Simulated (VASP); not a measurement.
A run of VASP 6.6.1 is set up as follows.

File INCAR:

```
SYSTEM = TlBr
  ALGO = Normal
  EDIFF = 1E-6
  ENCUT = 500
  GGA = RE
  GGA_COMPAT = .FALSE.
  ISIF = 2
  ISMEAR = 0
  LASPH = .TRUE.
  LCHARG = .FALSE.
  LREAL = .FALSE.
  LWAVE = .FALSE.
  NBANDS = 17
  NELM = 120
  PREC = Accurate
  SIGMA = 0.01
```

File KPOINTS:

```
k-points
0
G
  4 4 4
  0 0 0
```

File POSCAR:

```
TlBr
1.0
    3.9800000000      0.0000000000      0.0000000000
    0.0000000000      3.9800000000      0.0000000000
    0.0000000000      0.0000000000      3.9800000000
Tl Br
1 1
Direct
    0.0000000000      0.0000000000      0.0000000000
    0.5000000000      0.5000000000      0.5000000000
```

Potentials or basis: VASP PAW PBE potentials, release 64 (Tl_d, Br).

Command:

```sh
$ cat potpaw_PBE.64/Tl_d/POTCAR potpaw_PBE.64/Br/POTCAR > POTCAR
$ mpirun -np 1 vasp_std > vasp.out
```

(1) Estimate the band gap on the k mesh.

(2) Estimate the pressure.

Answers

(1) 1.97 eV.

(2) 2.8 GPa.

Caveat: the PAW data sets were made with another functional, which shifts forces and pressure a little; spin-orbit coupling is left out, which moves the levels of the heavy elements.
